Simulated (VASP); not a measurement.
Wanted: the native input for a VASP 6.6.1 run.

```yaml
Task: single point
Functional: PBE
Potentials_or_basis: VASP PAW PBE potentials, release 64 (Bi_d, Te)
Cutoff: 520 eV
k_mesh: 7 × 7 × 7
Occupations: fermi-dirac, width 0.05 eV
Spin: no spin polarisation
Dipole_correction: no
Further_INCAR_settings: ALGO = Normal; EDIFF = 1e-07; NBANDS = 18
```

The structure of BiTe lies in POSCAR:

```
BiTe
1.0
    0.0000000000      3.1689610617      3.1689610617
    3.1689610617      0.0000000000      3.1689610617
    3.1689610617      3.1689610617      0.0000000000
Bi Te
1 1
Direct
    0.0000000000      0.0000000000      0.0000000000
    0.5000000000      0.5000000000      0.5000000000
```

One way to write it, as run:

INCAR

```
PREC     = Accurate       # precision mode
ENCUT    = 520            # plane-wave cutoff, eV
EDIFF    = 1E-7           # SCF threshold, eV
ISMEAR   = -1             # smearing method
SIGMA    = 0.05           # smearing width, eV
LREAL    = False          # projectors in reciprocal space
LASPH    = True           # aspherical terms in the spheres
NELM     = 80             # most SCF steps
ALGO     = Normal         # electronic algorithm
ISIF     = 2              # what is computed and relaxed
LWAVE    = False          # write WAVECAR
LCHARG   = False          # write CHGCAR
GGA      = PE             # functional
NBANDS   = 18             # bands
```

KPOINTS

```
regular mesh
0
Gamma
  7 7 7
```

Potentials or basis: VASP PAW PBE potentials, release 64 (Bi_d, Te).

Run with:

```bash
$ cat potpaw_PBE.64/Bi_d/POTCAR potpaw_PBE.64/Te/POTCAR > POTCAR
$ mpirun -np 1 vasp_std > vasp.out
```

Results of the run:

```
Pressure               : 4.5 GPa
Band gap on the k mesh : zero (an odd number of electrons rules out a gap without spin polarisation)
```

Caveat: the cell stands under pressure; spin-orbit coupling is left out, which moves the levels of the heavy elements.

Run time: 43 s on 1 thread of Intel Xeon 8259CL, with other jobs on the host, peak memory 0.21 GiB.
